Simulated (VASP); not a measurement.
SrCl2:

```
Sr Cl
1.0
     0.00000    3.41714    3.41714
     3.41714    0.00000    3.41714
     3.41714    3.41714    0.00000
Sr Cl
1 2
Direct
  0.00000 0.00000 0.00000
  0.75000 0.75000 0.75000
  0.25000 0.25000 0.25000
```

Base run:

```yaml
Program: VASP 6.6.1
Functional: LDA
Potentials_or_basis: VASP PAW LDA potentials, release 64 (Sr_sv, Cl)
Cutoff: 520 eV
k_mesh: 7 × 7 × 7
Occupations: fermi-dirac, width 0.05 eV
Spin: no spin polarisation
```

Its results: band gap on the k mesh 5.16 eV (least direct gap 5.34 eV); pressure -0.5 GPa.

Problem. The run is repeated on the same cell with these changes: functional from LDA to PBEsol; potentials or basis from VASP PAW LDA potentials, release 64 (Sr_sv, Cl) to VASP PAW PBE potentials, release 64 (Sr_sv, Cl). What comes out?

Solution. Band gap on the k mesh 5.40 eV (least direct gap 5.54 eV); pressure 1.5 GPa.

Caveats: an odd mesh through Γ misses points on the zone boundary, where band edges can lie; the PAW data sets were made with another functional, which shifts forces and pressure a little (at least some runs).
